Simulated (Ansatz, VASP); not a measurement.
**One calculation of TiTe2, two programs**

File INCAR:

```
SYSTEM = TiTe2
ALGO = Normal
EDIFF = 1E-8
ENCUT = 520
GGA = PS
ISIF = 2
ISMEAR = -1
LASPH = .TRUE.
LCHARG = .FALSE.
LEFG = .TRUE.
LREAL = .FALSE.
LWAVE = .FALSE.
NBANDS = 19
NELM = 60
PREC = Accurate
SIGMA = 0.03
```

File KPOINTS:

```
k-points
0
G
  13 13 7
  0 0 0
```

Contents of POSCAR:

```
TiTe2
1.0
    3.8267039675      0.0000000000      0.0000000000
   -1.9133519838      3.3140228486      0.0000000000
    0.0000000000      0.0000000000      6.5835098060
Ti Te
1 2
Direct
    0.0000000000      0.0000000000      0.0000000000
    0.6666666667      0.3333333333      0.2628000000
    0.3333333333      0.6666666667      0.7372000000
```

Input for Ansatz:

```yaml
crystal:
  lattice:
    - [3.8267039675, 0.0, 0.0]
    - [-1.9133519838, 3.3140228486, 0.0]
    - [0.0, 0.0, 6.583509806]
  atoms:
    - { symbol: Ti, position: [0.0, 0.0, 0.0] }
    - { symbol: Te, position: [0.6666666667, 0.3333333333, 0.2628] }
    - { symbol: Te, position: [0.3333333333, 0.6666666667, 0.7372] }
kpoints:
  mp_grid: { grid: [13, 13, 7] }
scf:
  occupations: { method: fermi_dirac, width: 0.03 }
hamiltonian:
  xc: pbesol
  pseudopotentials: { kind: all_electron, datasets: crystal }
output:
  forces: true
  stress: true
  eigenvalues: true
  efg: { contact_densities: true }
```

Change from the starting cell: volume scaled by 1.04, crystal datasets.

Alike in both runs: task electric field gradients; functional PBEsol; k mesh 13 × 13 × 7; occupations fermi-dirac, width 0.03 eV; no spin polarisation.

```csv
,VASP,Ansatz
version,VASP 6.6.1,Ansatz 0.2.0
potentials or method,"VASP PAW PBE potentials, release 64 (Ti_sv, Te), cutoff 520 eV","all-electron PAW with datasets made for the crystal, scalar-relativistic"
```

Ansatz gave:

- pressure (GPa): -4.4
- traceless stress, the component that is largest in VASP (GPa): 0.50
- rms of the force components (eV/Å): 0.198
- size of Vzz on the site where it differs most (V/Å²): 64.4

Estimate VASP's values.

pressure (GPa): -4.4; traceless stress, the component that is largest in VASP (GPa): 0.51; rms of the force components (eV/Å): 0.189; size of Vzz on the site where it differs most (V/Å²): 60.5.

VASP's potentials were made for PBE, not for PBEsol. Atom by atom the forces differ by 0.009 eV/Å (rms over components). Ansatz ran all-electron here, and VASP with PAW potentials.

Spin-orbit coupling is off throughout.
